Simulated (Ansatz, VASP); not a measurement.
# Ce: VASP beside Ansatz

Contents of INCAR:

```
SYSTEM = Ce
PREC     = Accurate       ! precision mode
ENCUT    = 600            ! plane-wave cutoff, eV
EDIFF    = 1E-7           ! SCF threshold, eV
ISMEAR   = -1             ! smearing method
SIGMA    = 0.1            ! smearing width, eV
LREAL    = .FALSE.        ! projectors in reciprocal space
LASPH    = .TRUE.         ! aspherical terms in the spheres
NELM     = 100            ! most SCF steps
ALGO     = Normal         ! electronic algorithm
ISIF     = 3              ! what is computed and relaxed
LWAVE    = .FALSE.        ! write WAVECAR
LCHARG   = .FALSE.        ! write CHGCAR
GGA      = B5             ! functional
ALDAX    = 1.0          
AGGAX    = 1.0          
AGGAC    = 1.0          
ALDAC    = 0.0          
IBRION   = 2              ! ionic algorithm
NSW      = 80             ! ionic steps
EDIFFG   = -0.01          ! ionic threshold
```

KPOINTS

```
regular mesh
0
G
  11 11 11
  0 0 0
```

File POSCAR:

```
Ce
1.0
    0.0000000000      2.5806000000      2.5806000000
    2.5806000000      0.0000000000      2.5806000000
    2.5806000000      2.5806000000      0.0000000000
Ce
1
Direct
    0.0000000000      0.0000000000      0.0000000000
```

Input for Ansatz:

```yaml
crystal:
  lattice:
    - [0.0, 2.5806, 2.5806]
    - [2.5806, 0.0, 2.5806]
    - [2.5806, 2.5806, 0.0]
  atoms:
    - { symbol: Ce, position: [0.0, 0.0, 0.0] }
hamiltonian:
  xc: blyp
  pseudopotentials:
    kind: paw
    azcp:
      Ce: "pseudopotentials/Ce.paw.azcp"
basis:
  ecutwfc: 420
  fft_grid_basis: typed
kpoints:
  mp_grid: { grid: [11, 11, 11], shift: [0, 0, 0] }
magnetization:
  spin_polarized: false
scf:
  occupations: { method: fermi_dirac, width: 0.1 }
relax:
  max_steps: 60
  f_tol: 0.01
  cell: {}
```

Alike in both runs: task relaxation of cell and atoms; functional BLYP; k mesh 11 × 11 × 11; occupations fermi-dirac, width 0.1 eV; no spin polarisation.

|  | VASP | Ansatz |
| --- | --- | --- |
| version | VASP 6.6.1 | Ansatz 0.2.0 |
| potentials or method | VASP PAW PBE potentials, release 64 (Ce), cutoff 600 eV | plane waves (420 eV) with PAW, scalar-relativistic |
| valence electrons in the cell | 12 | 12 |

VASP gave:

| Quantity | Value |
| --- | --- |
| relaxed volume (Å³/atom) | 30.45 |
| relaxed cell length with the largest relative difference (Å) | 3.505 |

What did Ansatz give for the same quantities?

Relaxed volume (Å³/atom): 30.51; relaxed cell length with the largest relative difference (Å): 3.507.

VASP's potentials were made for PBE, not for BLYP.

Neither program's run includes spin-orbit coupling.
